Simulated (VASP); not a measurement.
KBr:

```xyz
2
Lattice="0.0000 3.2779 3.2779 3.2779 0.0000 3.2779 3.2779 3.2779 0.0000" Properties=species:S:1:pos:R:3 pbc="T T T"
Br    3.2779    3.2779    3.2779
K     0.0000    0.0000    0.0000
```

Base run:

```yaml
Program: VASP 6.6.1
Functional: r2SCAN
Potentials_or_basis: VASP PAW PBE potentials, release 64 (Br, K_sv)
Cutoff: 520 eV
k_mesh: 7 × 7 × 7
Occupations: fermi-dirac, width 0.05 eV
Spin: no spin polarisation
```

Its results: band gap on the k mesh 5.14 eV, direct; pressure 0.4 GPa.

Task: The run is repeated on the same cell with these changes: functional from r2SCAN to PBEsol. What comes out?

Result: Band gap on the k mesh 4.33 eV, direct; pressure 0.0 GPa.

r2SCAN gives the wider gap, since meta-GGAs in the generalised Kohn-Sham scheme recover part of the derivative discontinuity.

Caveats: the PAW data sets were made with another functional, which shifts forces and pressure a little.

